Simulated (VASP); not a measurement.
Wanted: the native input for a VASP 6.6.1 run.

```yaml
Task: single point
Functional: PBE
Potentials_or_basis: VASP PAW PBE potentials, release 64 (Ti_sv, N, O)
Cutoff: 520 eV
k_mesh: 9 × 9 × 1
Occupations: gaussian, width 0.1 eV
Spin: no spin polarisation
Dipole_correction: yes
Further_INCAR_settings: ALGO = Normal; EDIFF = 1e-06; NBANDS = 38
```

The structure of Ti3N3O lies in POSCAR:

```
Ti3N3O
1.0
    3.0028555065      0.0000000000      0.0000000000
    0.0000000000      3.0028555065      0.0000000000
    0.0000000000      0.0000000000     19.7584945265
Ti N O
3 3 1
Direct
    0.5000000000      0.5000000000      0.2024445736
    0.0000000000      0.0000000000      0.3072496201
    0.5000000000      0.5000000000      0.4263710414
    0.0000000000      0.0000000000      0.2024445736
    0.5000000000      0.5000000000      0.3055678856
    0.0000000000      0.0000000000      0.4129172022
    0.0000000000      0.0000000000      0.4852668869
```

These files were run (other wordings do the same):

INCAR

```
SYSTEM = Ti3N3O
PREC = Accurate ; ENCUT = 520
EDIFF = 1E-6 ; ISMEAR = 0
SIGMA = 0.1 ; LREAL = .FALSE.
LASPH = .TRUE. ; NELM = 100
ALGO = Normal ; ISIF = 2
LWAVE = .FALSE. ; LCHARG = .FALSE.
LDIPOL = .TRUE. ; IDIPOL = 3
DIPOL = 0.5 0.5 0.335 ; GGA = PE
NBANDS = 38
```

KPOINTS

```
Automatic mesh
0
G
  9 9 1
  0 0 0
```

Potentials or basis: VASP PAW PBE potentials, release 64 (Ti_sv, N, O).

Run with:

```console
$ cat potpaw_PBE.64/Ti_sv/POTCAR potpaw_PBE.64/N/POTCAR potpaw_PBE.64/O/POTCAR > POTCAR
$ mpirun -np 1 vasp_std > vasp.out
```

It gave:

* Largest force: 1.152 eV/Å

Caveat: an odd number of electrons without spin polarisation forces a metal; a magnetic or distorted state may lie lower.

Run time: 3.7 min on 1 thread of Intel Xeon 6975P-C (shared host), peak memory 0.32 GiB.
